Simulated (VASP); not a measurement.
# W in VASP: single point with r2SCAN

Aim: the single point of W with r2SCAN.

Program: VASP 6.6.1. These are calculated values, not measurements. Logs are shortened: lines on timing, memory, paths and dates and some standing lists are left out, and cuts for length are marked.

## 1. The cell of the first run

The cell holds a slab with vacuum, 4 atoms: a = 2.841 Å, b = 2.841 Å, c = 23.026 Å, α = 90.00°, β = 90.00°, γ = 90.00°.

## 2. Single point, r2SCAN

Contents of POSCAR:

```
W
1.0
    2.8405558792      0.0000000000      0.0000000000
    0.0000000000      2.8405558792      0.0000000000
    0.0000000000      0.0000000000     23.0257289735
W
4
Direct
    0.5000000000      0.5000000000      0.3691522648
    0.0000000000      0.0000000000      0.4563840883
    0.5000000000      0.5000000000      0.5440469038
    0.0000000000      0.0000000000      0.6299593161
```

Contents of INCAR.step1:

```
SYSTEM = W
PREC = Accurate ; ENCUT = 520
ISMEAR = 0 ; SIGMA = 0.1
LREAL = .FALSE. ; LASPH = .TRUE.
NELM = 100 ; LDIPOL = .TRUE.
IDIPOL = 3 ; DIPOL = 0.5 0.5 0.500
NBANDS = 36 ; GGA = PE
ALGO = Normal ; EDIFF = 1E-4
LWAVE = .TRUE. ; LCHARG = .FALSE.
```

Contents of INCAR.step2:

```
SYSTEM = W
PREC = Accurate ; ENCUT = 520
EDIFF = 1E-6 ; ISMEAR = 0
SIGMA = 0.1 ; LREAL = .FALSE.
LASPH = .TRUE. ; NELM = 100
ALGO = Normal ; ISIF = 2
LWAVE = .FALSE. ; LCHARG = .TRUE.
LDIPOL = .TRUE. ; IDIPOL = 3
DIPOL = 0.5 0.5 0.500 ; METAGGA = R2SCAN
LMIXTAU = .TRUE. ; LELF = .TRUE.
LVHAR = .TRUE. ; LVACPOTAV = .TRUE.
NBANDS = 36 ; ISTART = 1
```

Contents of KPOINTS:

```
regular mesh
0
G
  10 10 1
  0 0 0
```

Potentials or basis: VASP PAW PBE potentials, release 64 (W_sv).

Launch:

```bash
cat potpaw_PBE.64/W_sv/POTCAR > POTCAR
cp INCAR.step1 INCAR
mpirun -np 1 vasp_std > vasp.out
cp INCAR.step2 INCAR
mpirun -np 1 vasp_std > vasp.out
```

OUTCAR:

```text
SYSTEM = W
   PREC = Accurate
   ENCUT = 520
   EDIFF = 1E-6
   ISMEAR = 0
   LREAL = .FALSE.
   LASPH = .TRUE.
   NELM = 100
   ISIF = 2
   METAGGA = R2SCAN
   ISTART = 1

 ion  position               nearest neighbor table
   1  0.500  0.500  0.369-   2 2.84   2 2.84   2 2.84   2 2.84
   2  0.000  0.000  0.456-   1 2.84   1 2.84   1 2.84   1 2.84   3 2.85   3 2.85   3 2.85   3 2.85

   3  0.500  0.500  0.544-   4 2.82   4 2.82   4 2.82   4 2.82   2 2.85   2 2.85   2 2.85   2 2.85

   4  0.000  0.000  0.630-   3 2.82   3 2.82   3 2.82   3 2.82

  LATTYP: Found a simple tetragonal cell.
 ALAT       =     2.8405558792
 C/A-ratio  =     8.1060644299

  Lattice vectors:

 A1 = (   2.8405558792,   0.0000000000,   0.0000000000)
 A2 = (   0.0000000000,   2.8405558792,   0.0000000000)
 A3 = (   0.0000000000,   0.0000000000,  23.0257289735)

Analysis of symmetry for initial positions (statically):
=====================================================================
 Subroutine PRICEL returns:
 Original cell was already a primitive cell.

 Routine SETGRP: Setting up the symmetry group for a
 simple tetragonal supercell.

 Subroutine GETGRP returns: Found  8 space group operations
 (whereof  8 operations were pure point group operations)
 out of a pool of 16 trial point group operations.

The static configuration has the point symmetry C_4v.

Analysis of symmetry for dynamics (positions and initial velocities):
=====================================================================
 Subroutine PRICEL returns:
 Original cell was already a primitive cell.

 Routine SETGRP: Setting up the symmetry group for a
 simple tetragonal supercell.

 Subroutine GETGRP returns: Found  8 space group operations
 (whereof  8 operations were pure point group operations)
 out of a pool of 16 trial point group operations.

The dynamic configuration has the point symmetry C_4v.

 Subroutine INISYM returns: Found  8 space group operations
 (whereof  8 operations are pure point group operations),
 and found     1 'primitive' translations

----------------------------------------------------------------------------------------

                                     Primitive cell

  volume of cell :     185.7890

  direct lattice vectors                    reciprocal lattice vectors
[... 89 lines left out ...]
   EDIFFG = 0.1E-04   stopping-criterion for IOM
   NSW    =      0    number of steps for IOM
   IBRION =     -1    ionic relax: 0-MD 1-quasi-New 2-CG
   NFREE  =      0    steps in history (QN), initial steepest desc. (CG)
   ISIF   =      2    stress and relaxation
   ISYM   =      2    0-nonsym 1-usesym 2-fastsym
   POTIM  = 0.5000    time-step for ionic-motion
   TEBEG  =    0.0;   TEEND  =   0.0 temperature during run
   PSTRESS=    0.0 pullay stress
   NELECT =      56.0000    total number of electrons
   NUPDOWN=      -1.0000    fix difference up-down
   EMIN   =  10.00;   EMAX   =-10.00  energy-range for DOS
   EFERMI =   0.00;   METHOD = LEGACY
   ISMEAR =     0;   SIGMA  =   0.10  broadening in eV -4-tet -1-fermi 0-gaus
   EFERMI_NEDOS =   21; number of points for ismear=-14 and -15
   IALGO  =     38    algorithm
   IMIX   =      4    mixing-type and parameters
     AMIX     =   0.40;   BMIX     =  1.00
     AMIX_MAG =   1.60;   BMIX_MAG =  1.00
  volume/ion in A,a.u.               =      46.45       313.44
  Fermi-wavevector in a.u.,A,eV,Ry     =   1.097651  2.074259 16.392803  1.204837
  Thomas-Fermi vector in A             =   2.234014
   LORBIT       =      0    0 simple, 1 ext, 2 COOP (PROOUT), +10 PAW based schemes
   METAGGA = R2SCAN    functional components
   LHFCALC =     F    Hartree Fock is set to
   AEXX    =    0.0000 exact exchange contribution
   IVDW    =     0    specifies the selected vdW correction
   LEPSILON=     F    determine dielectric tensor
   LRPA    =     F    only Hartree local field effects (RPA)
 non-spin polarized calculation
 Gauss-broadening in eV      SIGMA  =   0.10
  energy-cutoff  :      520.00
  volume of cell :      185.79
 maximum number of plane-waves:      5037
 NGX is ok and might be reduce to    24
   NGX = 11   NGY = 11   NGZ = 85

 dipolmoment           0.000000      0.000000      0.003400 electrons x Angstroem

 number of electron      56.0000002 magnetization

 dipolmoment           0.000000      0.000000     -0.001778 electrons x Angstroem

 Free energy of the ion-electron system (eV)
  ---------------------------------------------------
  ext. energy  EPLUGINS =         0.00000000
  ---------------------------------------------------
  free energy    TOTEN  =      -199.63240035 eV

  energy without entropy =     -199.60695209  energy(sigma->0) =     -199.61967622

 E-fermi :   0.7567     XC(G=0):  -6.0934

 val. band max:        0.7528224865   @ k =   0.4000   0.1000   0.0000
 cond. band min:       0.7694522161   @ k =   0.3000   0.1000   0.0000
 fundamental gap:      0.0166297297
 Fermi energy:         0.7567072673

 k-point     1 :       0.0000    0.0000    0.0000
  band No.  band energies     occupation
      1     -75.0840      2.00000
      2     -75.0320      2.00000
      3     -74.8230      2.00000
      4     -74.7318      2.00000
      5     -39.0085      2.00000
      6     -38.8633      2.00000
[... 808 lines left out ...]
     35       6.6112      0.00000
     36       6.6455      0.00000

------------------------ aborting loop because EDIFF is reached ----------------------------------------

  FORCE on cell =-STRESS in cart. coord.  units (eV):
  Direction    XX          YY          ZZ          XY          YZ          ZX
  --------------------------------------------------------------------------------------
  -------------------------------------------------------------------------------------
  Total       -8.7689021     -8.7689021      0.0864178      0.0000000      0.0000000      0.0000000
  in kB      -75.6198374    -75.6198374      0.7452360      0.0000000      0.0000000      0.0000000
  external PRESSURE =     -50.1648129 kB  Pullay stress =       0.0000000 kB

 VOLUME and BASIS-vectors are now :
 -----------------------------------------------------------------------------
  energy-cutoff  :      520.00
  volume of cell :      185.79
      direct lattice vectors                 reciprocal lattice vectors
     2.840555879  0.000000000  0.000000000     0.352043770  0.000000000  0.000000000
     0.000000000  2.840555879  0.000000000     0.000000000  0.352043770  0.000000000
     0.000000000  0.000000000 23.025728974     0.000000000  0.000000000  0.043429678

 POSITION                                       TOTAL-FORCE (eV/Angst)
 -----------------------------------------------------------------------------------
      1.42028      1.42028      8.50000        -0.000000     -0.000000      0.092033
      0.00000      0.00000     10.50858        -0.000000     -0.000000     -0.161938
      1.42028      1.42028     12.52708        -0.000000      0.000000     -0.017480
      0.00000      0.00000     14.50527         0.000000     -0.000000      0.087385
 -----------------------------------------------------------------------------------
    total drift:                                0.000000     -0.000000      0.001124

  FREE ENERGIE OF THE ION-ELECTRON SYSTEM (eV)
  ---------------------------------------------------
  free  energy   TOTEN  =      -199.6324003502 eV

  energy  without entropy=     -199.6069520852  energy(sigma->0) =     -199.61967622

 vacuum level on the upper side and lower side of the slab         5.463         5.502
```

OSZICAR.step1:

```text
N       E                     dE             d eps       ncg     rms          rms(c)
DAV:   1     0.664457958945E+03    0.66446E+03   -0.35314E+04  1840   0.148E+03
DAV:   2    -0.252506084788E+02   -0.68971E+03   -0.67892E+03  1796   0.465E+02
DAV:   3    -0.495864344493E+02   -0.24336E+02   -0.23511E+02  1864   0.921E+01
DAV:   4    -0.503712786538E+02   -0.78484E+00   -0.77615E+00  1928   0.157E+01
[... 11 lines left out ...]
DAV:  16    -0.466170037576E+02   -0.46014E-02   -0.33176E-02  1900   0.953E-01    0.567E-01
DAV:  17    -0.466106483542E+02    0.63554E-02   -0.11836E-02  1976   0.642E-01    0.345E-01
DAV:  18    -0.466076923635E+02    0.29560E-02   -0.86928E-03  1860   0.566E-01    0.134E-01
DAV:  19    -0.466071821051E+02    0.51026E-03   -0.21702E-03  1672   0.246E-01    0.601E-02
DAV:  20    -0.466071346965E+02    0.47409E-04   -0.64879E-04  1380   0.144E-01
   1 F= -.46607135E+02 E0= -.46591705E+02  d E =-.308598E-01
```

It took 22 min on 1 thread of Intel Xeon 8259CL, shared host; peak memory 0.4 GiB.

What came out:

- Free energy: -199.6324 eV
- Largest force: 0.162 eV/Å
- Band gap on the k mesh: zero (bands 28 and 29 overlap by 2.13 eV)

Forces on the atoms (eV/Å):
```
W    0.000  0.000  0.092
W    0.000  0.000 -0.162
W    0.000  0.000 -0.017
W    0.000  0.000  0.087
```

Caveat: the PAW data sets were made with another functional, which shifts forces and pressure a little; spin-orbit coupling is left out, which moves the levels of the heavy elements.
